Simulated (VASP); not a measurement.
# CuO (C2/c) in VASP: relaxation of cell and atoms with PBE

Aim: the relaxation of cell and atoms of CuO with PBE.

Everything below comes from runs of VASP 6.6.1. Logs are shortened: lines on timing, memory, paths and dates and some standing lists are left out, and cuts for length are marked.

## 1. The cell of the first run

The typed cell holds 4 atoms: a = 2.921 Å, b = 2.921 Å, c = 5.103 Å, α = 90.04°, β = 90.04°, γ = 89.84°.

## 2. Relaxation of cell and atoms, PBE, target pressure 3 GPa, at which the enthalpy is minimised

INCAR

```
PREC     = Accurate       # precision mode
ENCUT    = 600            # plane-wave cutoff, eV
EDIFF    = 1E-6           # SCF threshold, eV
ISMEAR   = 0              # smearing method
SIGMA    = 0.1            # smearing width, eV
LREAL    = F              # projectors in reciprocal space
LASPH    = T              # aspherical terms in the spheres
NELM     = 80             # most SCF steps
ALGO     = Normal         # electronic algorithm
ISIF     = 3              # what is computed and relaxed
LWAVE    = F              # write WAVECAR
LCHARG   = F              # write CHGCAR
GGA      = PE             # functional
IBRION   = 2              # ionic algorithm
NSW      = 70             # ionic steps
EDIFFG   = -0.008         # ionic threshold
PSTRESS  = 30.0
```

KPOINTS

```
regular mesh
0
Gamma
  14 14 8
```

POSCAR

```
CuO
1.0
    2.0678727007     -2.0626796268      0.0438414490
    2.0678727007      2.0626796268      0.0438414490
   -0.1129235408      0.0000000000      5.1016276478
Cu O
2 2
Direct
    0.5000000000      0.0000000000      0.5000000000
    0.0000000000      0.5000000000      0.0000000000
    0.5002453213      0.4997546787      0.2500000000
    0.4997546787      0.5002453213      0.7500000000
```

Potentials or basis: VASP PAW PBE potentials, release 64 (Cu, O).

Launch:

```sh
> cat potpaw_PBE.64/Cu/POTCAR potpaw_PBE.64/O/POTCAR > POTCAR
> mpirun -np 1 vasp_std > vasp.out
```

OUTCAR:

```text
PREC = Accurate
   ENCUT = 600
   EDIFF = 1E-6
   ISMEAR = 0
   LREAL = F
   LASPH = T
   NELM = 80
   ISIF = 3
   GGA = PE
   IBRION = 2
   NSW = 70
   EDIFFG = -0.008
   PSTRESS = 30.0

 ion  position               nearest neighbor table
   1  0.500  0.000  0.500-   4 1.94   3 1.94   4 1.94   3 1.94
   2  0.000  0.500  0.000-   3 1.94   4 1.94   4 1.94   3 1.94
   3  0.500  0.500  0.250-   1 1.94   2 1.94   2 1.94   1 1.94
   4  0.500  0.500  0.750-   2 1.94   1 1.94   2 1.94   1 1.94

  LATTYP: Found a base centered monoclinic cell.
 ALAT       =     4.1366747897
 B/A-ratio  =     0.9972645817
 C/A-ratio  =     1.2335698416
 COS(beta)  =    -0.0009331361

  Lattice vectors:

 A1 = (   2.0678727007,  -2.0626796268,   0.0438414490)
 A2 = (   2.0678727007,   2.0626796268,   0.0438414490)
 A3 = (  -0.1129235408,   0.0000000000,   5.1016276478)

Analysis of symmetry for initial positions (statically):
=====================================================================
 Subroutine PRICEL returns:
 Original cell was already a primitive cell.

 Routine SETGRP: Setting up the symmetry group for a
 base centered monoclinic supercell.

 Subroutine GETGRP returns: Found  4 space group operations
 (whereof  2 operations were pure point group operations)
 out of a pool of  4 trial point group operations.

The static configuration has the point symmetry S_2 .
 The point group associated with its full space group is C_2h.

Analysis of symmetry for dynamics (positions and initial velocities):
=====================================================================
 Subroutine PRICEL returns:
 Original cell was already a primitive cell.

 Routine SETGRP: Setting up the symmetry group for a
 base centered monoclinic supercell.

 Subroutine GETGRP returns: Found  4 space group operations
 (whereof  2 operations were pure point group operations)
 out of a pool of  4 trial point group operations.

The dynamic configuration has the point symmetry S_2 .
 The point group associated with its full space group is C_2h.

 Subroutine INISYM returns: Found  4 space group operations
 (whereof  2 operations are pure point group operations),
 and found     1 'primitive' translations

----------------------------------------------------------------------------------------

                                     Primitive cell

[... 98 lines left out ...]
   IBRION =      2    ionic relax: 0-MD 1-quasi-New 2-CG
   NFREE  =      1    steps in history (QN), initial steepest desc. (CG)
   ISIF   =      3    stress and relaxation
   ISYM   =      2    0-nonsym 1-usesym 2-fastsym
   POTIM  = 0.5000    time-step for ionic-motion
   TEBEG  =    0.0;   TEEND  =   0.0 temperature during run
   PSTRESS=   30.0 pullay stress
   NELECT =      34.0000    total number of electrons
   NUPDOWN=      -1.0000    fix difference up-down
   EMIN   =  10.00;   EMAX   =-10.00  energy-range for DOS
   EFERMI =   0.00;   METHOD = LEGACY
   ISMEAR =     0;   SIGMA  =   0.10  broadening in eV -4-tet -1-fermi 0-gaus
   EFERMI_NEDOS =   21; number of points for ismear=-14 and -15
   IALGO  =     38    algorithm
   IMIX   =      4    mixing-type and parameters
     AMIX     =   0.40;   BMIX     =  1.00
     AMIX_MAG =   1.60;   BMIX_MAG =  1.00
  volume/ion in A,a.u.               =      10.89        73.46
  Fermi-wavevector in a.u.,A,eV,Ry     =   1.507539  2.848835 30.921588  2.272673
  Thomas-Fermi vector in A             =   2.618111
   LORBIT       =      0    0 simple, 1 ext, 2 COOP (PROOUT), +10 PAW based schemes
   GGA     = PE    functional components
   LHFCALC =     F    Hartree Fock is set to
   AEXX    =    0.0000 exact exchange contribution
   IVDW    =     0    specifies the selected vdW correction
   LEPSILON=     F    determine dielectric tensor
   LRPA    =     F    only Hartree local field effects (RPA)
 conjugate gradient relaxation of ions
 non-spin polarized calculation
 Gauss-broadening in eV      SIGMA  =   0.10
  energy-cutoff  :      600.00
  volume of cell :       43.54
 maximum number of plane-waves:      1480
   NGX = 11   NGY = 11   NGZ = 21

--------------------------------------- Ionic step        1  -------------------------------------------

 number of electron      33.9999974 magnetization

 Free energy of the ion-electron system (eV)
  ---------------------------------------------------
  ext. energy  EPLUGINS =         0.00000000
  ---------------------------------------------------
  free energy    TOTEN  =       -19.71577290 eV

  energy without entropy =      -19.70295306  energy(sigma->0) =      -19.70936298

------------------------ aborting loop because EDIFF is reached ----------------------------------------

  FORCE on cell =-STRESS in cart. coord.  units (eV):
  Direction    XX          YY          ZZ          XY          YZ          ZX
  --------------------------------------------------------------------------------------
  -------------------------------------------------------------------------------------
  Total        1.2197372      1.2255241      1.8231656      0.0000000      0.0000000     -0.0106587
  in kB       44.8826759     45.0956181     67.0870375      0.0000000      0.0000000     -0.3922093
  external PRESSURE =      22.3551105 kB  Pullay stress =      30.0000000 kB
[... 267 lines left out ...]
--------------------------------------- Ionic step        8  -------------------------------------------

 number of electron      33.9999981 magnetization

 Free energy of the ion-electron system (eV)
  ---------------------------------------------------
  ext. energy  EPLUGINS =         0.00000000
  ---------------------------------------------------
  free energy    TOTEN  =       -19.72938328 eV

  energy without entropy =      -19.71644576  energy(sigma->0) =      -19.72291452

 E-fermi :   4.9905     XC(G=0): -11.3594

 val. band max:        4.9898288537   @ k =  -0.3571  -0.0000   0.1250
 cond. band min:       5.0020436052   @ k =  -0.0714   0.2143   0.1250
 fundamental gap:      0.0122147515
 Fermi energy:         4.9904645092

 k-point     1 :       0.0000    0.0000    0.0000
  band No.  band energies     occupation
      1     -14.8685      2.00000
      2     -13.5618      2.00000
      3      -3.1823      2.00000
      4      -0.4746      2.00000
      5      -0.4695      2.00000
      6       1.2142      2.00000
[... 565 lines left out ...]
     20      10.4883      0.00000
     21      13.9100      0.00000

 [... further k-points ...]

------------------------ aborting loop because EDIFF is reached ----------------------------------------

  FORCE on cell =-STRESS in cart. coord.  units (eV):
  Direction    XX          YY          ZZ          XY          YZ          ZX
  --------------------------------------------------------------------------------------
  -------------------------------------------------------------------------------------
  Total        0.8157221      0.8224156      0.8315767      0.0000000      0.0000000     -0.0000815
  in kB       29.7059717     29.9497259     30.2833437      0.0000000      0.0000000     -0.0029668
  external PRESSURE =      -0.0203196 kB  Pullay stress =      30.0000000 kB
[... 23 lines left out ...]
  energy  without entropy=      -19.7164457563  energy(sigma->0) =      -19.72291452

  enthalpy is  TOTEN    =       -18.9055871732 eV   P V=        0.8237961022

 reached required accuracy - stopping structural energy minimisation
```

OSZICAR:

```text
N       E                     dE             d eps       ncg     rms          rms(c)
DAV:   1     0.327387938704E+03    0.32739E+03   -0.18415E+04 18386   0.280E+03
DAV:   2     0.243075188212E+02   -0.30308E+03   -0.28732E+03 18413   0.461E+02
DAV:   3    -0.239565845783E+02   -0.48264E+02   -0.45872E+02 24882   0.205E+02
[... 68 lines left out ...]
DAV:   1    -0.197294762438E+02   -0.33233E-03   -0.33755E-03 25027   0.738E-01    0.744E-02
DAV:   2    -0.197294077606E+02    0.68483E-04   -0.30158E-04 23988   0.482E-01    0.360E-02
DAV:   3    -0.197293927734E+02    0.14987E-04   -0.66195E-05 27062   0.320E-01    0.258E-02
DAV:   4    -0.197293839622E+02    0.88112E-05   -0.13661E-05 25330   0.136E-01    0.826E-03
DAV:   5    -0.197293832754E+02    0.68681E-06   -0.45207E-06 18271   0.298E-02
   8 F= -.18905587E+02 E0= -.18899118E+02  d E =-.406867E-03
```

Run time: 31 min. Hardware: 1 thread of Intel Xeon 8259CL, shared host; peak memory 0.52 GiB.

Results:

```yaml
Free_energy: -19.7294 eV
Relaxed_volume: 11.00 Å³/atom
Relaxed_cell: a = 2.922 Å, b = 2.922 Å, c = 5.153 Å, α = 90.03°, β = 90.03°, γ = 89.86°
Space_group_after_relaxing_to_0.1_Å: P4_2/mmc (No. 131)
Energy_change_on_relaxing_the_run_minimises_the_enthalpy: -3.4 meV/atom
Ionic_steps: 8
Pressure_after_relaxing: 3.0 GPa
Band_gap_on_the_k_mesh: zero (bands 17 and 18 overlap by 1.17 eV)
```

The path:
```csv
step,energy change (eV),largest force (eV/Å),pressure (GPa),volume (Å³)
1,0.0000,0.0006,5.24,43.54
2,-0.0205,0.0004,1.23,44.50
3,-0.0153,0.0000,2.82,44.11
4,-0.0151,0.0000,2.89,44.10
5,-0.0146,0.0003,3.06,44.05
6,-0.0142,0.0005,2.93,44.03
7,-0.0134,0.0008,3.15,43.98
8,-0.0136,0.0007,3.00,44.00
```

Final structure:
```xyz
4
Lattice="2.0682 -2.0635 0.0440 2.0682 2.0635 0.0440 -0.1137 0.0000 5.1522" Properties=species:S:1:pos:R:3 pbc="T T T"
Cu    0.9773   -1.0317    2.5981
Cu    1.0341    1.0317    0.0220
O     2.0397   -0.0010    1.3320
O     1.9829    0.0010    3.9081
```

Levels at points of the mesh, in eV from the Fermi level:
```
           k point  band 13  band 14  band 15  band 16  band 17  band 18  band 19  band 20  band 21
(0.00, 0.00, 0.00)    -2.44    -2.41    -2.32    -1.96     0.66     0.66     1.42     6.12     7.30
(0.50, 0.00, 0.00)    -2.30    -1.93    -1.60    -1.52     0.20     0.45     3.66     5.90     6.50
(0.50, 0.50, 0.00)    -2.38    -2.38    -1.63    -1.22    -1.22     1.13     2.14     7.17     9.86
(0.00, 0.00, 0.50)    -2.33    -2.33    -1.57    -1.57     0.09     0.09     3.50     3.50    11.62
(0.50, 0.00, 0.50)    -2.42    -2.39    -2.05    -1.85    -0.17     0.66     4.30     5.89     8.31
(0.50, 0.50, 0.50)    -1.95    -1.95    -1.44    -1.44    -0.51    -0.51     3.99     3.99    10.56
```

Caveat: the cell is relaxed towards a set pressure, so the run minimises the enthalpy, not the energy; semilocal functionals often make such compounds metallic where correlation or magnetic order opens a gap, which also shifts bond lengths.
